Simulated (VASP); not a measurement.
A run of VASP 6.6.1 is set up as follows.

INCAR

```
SYSTEM = Pt
PREC     = Accurate       ! precision mode
ENCUT    = 520            ! plane-wave cutoff, eV
EDIFF    = 1E-6           ! SCF threshold, eV
ISMEAR   = 0              ! smearing method
SIGMA    = 0.15           ! smearing width, eV
LREAL    = .FALSE.        ! projectors in reciprocal space
LASPH    = .TRUE.         ! aspherical terms in the spheres
NELM     = 60             ! most SCF steps
ALGO     = Normal         ! electronic algorithm
ISIF     = 2              ! what is computed and relaxed
LWAVE    = .FALSE.        ! write WAVECAR
LCHARG   = .TRUE.         ! write CHGCAR
GGA      = PE             ! functional
LELF     = .TRUE.         ! ELF
LVHAR    = .TRUE.       
NBANDS   = 17             ! bands
```

The input KPOINTS:

```
regular mesh
0
G
  18 18 10
  0 0 0
```

POSCAR

```
Pt
1.0
    2.7103000000      0.0000000000      0.0000000000
   -1.3551500000      2.3471886519      0.0000000000
    0.0000000000      0.0000000000      4.5423000000
Pt
2
Direct
    0.6666666667      0.3333333333      0.7500000000
    0.3333333333      0.6666666667      0.2500000000
```

Potentials or basis: VASP PAW PBE potentials, release 64 (Pt).

Launch:

```bash
$ cat potpaw_PBE.64/Pt/POTCAR > POTCAR
$ mpirun -np 1 vasp_std > vasp.out
```

**Question.** What does it give for the pressure?

**Answer.** 25.7 GPa.

**Question.** Predict the band gap on the k mesh.

**Answer.** Zero (band 10 reaches 12.55 eV, above the bottom of band 11 at 11.13 eV).

Stress tensor (GPa, compression positive):
```
23.96  0.00  0.00
 0.00 23.96  0.00
 0.00  0.00 29.15
```

Caveat: spin-orbit coupling is left out, which moves the levels of the heavy elements.
